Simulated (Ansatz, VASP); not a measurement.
**PtSe2: VASP beside Ansatz**

Contents of INCAR:

```
SYSTEM = PtSe2
ALGO = Normal
EDIFF = 1E-6
ENCUT = 520
GGA = PE
ISIF = 2
ISMEAR = 0
IVDW = 12
LASPH = .TRUE.
LCHARG = .TRUE.
LELF = .TRUE.
LREAL = .FALSE.
LVHAR = .TRUE.
LWAVE = .FALSE.
NBANDS = 18
NELM = 100
PREC = Accurate
SIGMA = 0.15
```

The input KPOINTS:

```
k-points
0
G
  12 12 8
  0 0 0
```

File POSCAR:

```
PtSe2
1.0
    3.8778354291      0.0000000000      0.0000000000
   -1.9389177145      3.3583039933      0.0000000000
    0.0000000000      0.0000000000      4.5611100317
Pt Se
1 2
Direct
    0.0000000000      0.0000000000      0.0000000000
    0.3333333333      0.6666666667      0.3283590974
    0.6666666667      0.3333333333      0.6716409026
```

Input for Ansatz:

```yaml
crystal:
  lattice:
    - [3.8778354291, 0.0, 0.0]
    - [-1.9389177145, 3.3583039933, 0.0]
    - [0.0, 0.0, 4.5611100317]
  atoms:
    - { symbol: Pt, position: [0.0, 0.0, 0.0] }
    - { symbol: Se, position: [0.3333333333, 0.6666666667, 0.3283590974] }
    - { symbol: Se, position: [0.6666666667, 0.3333333333, 0.6716409026] }
basis:
  ecutwfc: 420
kpoints:
  mp_grid: { grid: [12, 12, 8] }
hamiltonian:
  xc: pbe
  pseudopotentials: { kind: paw, azcp: { folder: soft_1 } }
  dispersion: d3bj
scf:
  occupations: { method: gaussian, width: 0.15 }
output:
  forces: true
  stress: true
  eigenvalues: true
```

Alike in both runs: task single point; functional PBE; dispersion D3(BJ); k mesh 12 × 12 × 8; occupations gaussian, width 0.15 eV; no spin polarisation.

|  | VASP | Ansatz |
| --- | --- | --- |
| version | VASP 6.6.1 | Ansatz 0.2.0 |
| potentials or method | VASP PAW PBE potentials, release 64 (Pt, Se), cutoff 520 eV | scalar-relativistic, plane waves, PAW |
| valence electrons in the cell | 22 | 50 |

```tsv
	VASP	Ansatz	Ansatz less VASP
gap on the k mesh at the Fermi level (eV)	none	none	-
pressure (GPa)	-8.4	-8.4	+0.02
traceless stress, the component that is largest in VASP (GPa)	1.84	1.83	-0.004
rms of the force components (eV/Å)	1.323	1.325	+0.0011
```

Atom by atom the forces differ by 0.001 eV/Å (rms over components). A gap of «none» marks a metal or a gap that the smearing closes. VASP's potentials hold 22 valence electrons a cell and Ansatz's 50, so a difference there can come from the potentials and not from the codes.

Neither program's run includes spin-orbit coupling.
